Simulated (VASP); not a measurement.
Runs of VASP 6.6.1 on AlN. The structure is that of space group P6_3/mmc (No. 194), or close to it. The cells are those of the table. 

```csv
cell,gap on the mesh (eV),pressure (GPa)
"a = 3.259, b = 3.259, c = 4.326 Å, angles 90.0, 90.0, 120.0°, 4 atoms",(b),-6.1
"a = 3.209, b = 3.209, c = 4.462 Å, angles 90.0, 90.0, 120.0°, 4 atoms",3.09,-2.6
"a = 3.568, b = 3.568, c = 3.609 Å, angles 90.0, 90.0, 120.0°, 4 atoms",3.14,5.7
"a = 3.035, b = 3.035, c = 4.988 Å, angles 90.0, 90.0, 120.0°, 4 atoms",3.16,20.9
"a = 3.405, b = 3.405, c = 3.961 Å, angles 90.0, 90.0, 120.0°, 4 atoms",3.53,(a)
"a = 3.117, b = 3.117, c = 4.729 Å, angles 90.0, 90.0, 120.0°, 4 atoms",3.05,7.6
```

Alike in all rows: task single point; level LDA; potentials or basis VASP PAW LDA potentials, release 64 (Al, N); no spin polarisation; k mesh 12 × 12 × 6; cutoff (eV) 600; smearing fermi-dirac 0.2 eV.

Q: Estimate the missing entries.

A: (a) -8.1; (b) 3.17.

A k mesh can miss the band edges.
